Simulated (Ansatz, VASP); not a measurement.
One calculation of Ge, two programs

```
Ge
1.0
     1.41629   -2.63614    0.00000
     1.41629    2.63614    0.00000
     0.00000    0.00000    2.62579
Ge
1
Direct
  0.50000 0.50000 0.00000
```

Alike in both runs: task single point; functional r2SCAN; k mesh 22 × 22 × 20; occupations gaussian, width 0.15 eV; no spin polarisation.

|  | VASP | Ansatz |
| --- | --- | --- |
| version | VASP 6.6.1 | Ansatz 0.2.0 |
| potentials or method | VASP PAW PBE potentials, release 64 (Ge_d), cutoff 520 eV | scalar-relativistic, plane waves, PAW |
| valence electrons in the cell | 14 | 14 |

Ansatz gave:

| Quantity | Value |
| --- | --- |
| gap on the k mesh at the Fermi level (eV) | none |
| pressure (GPa) | -3.0 |
| traceless stress, the component that is largest in VASP (GPa) | 3.62 |

Task: What did VASP give for the same quantities?

Result: gap on the k mesh at the Fermi level (eV): none; pressure (GPa): -3.1; traceless stress, the component that is largest in VASP (GPa): 3.66.

VASP's potentials were made for PBE, not for r2SCAN. A gap of «none» marks a metal or a gap that the smearing closes.
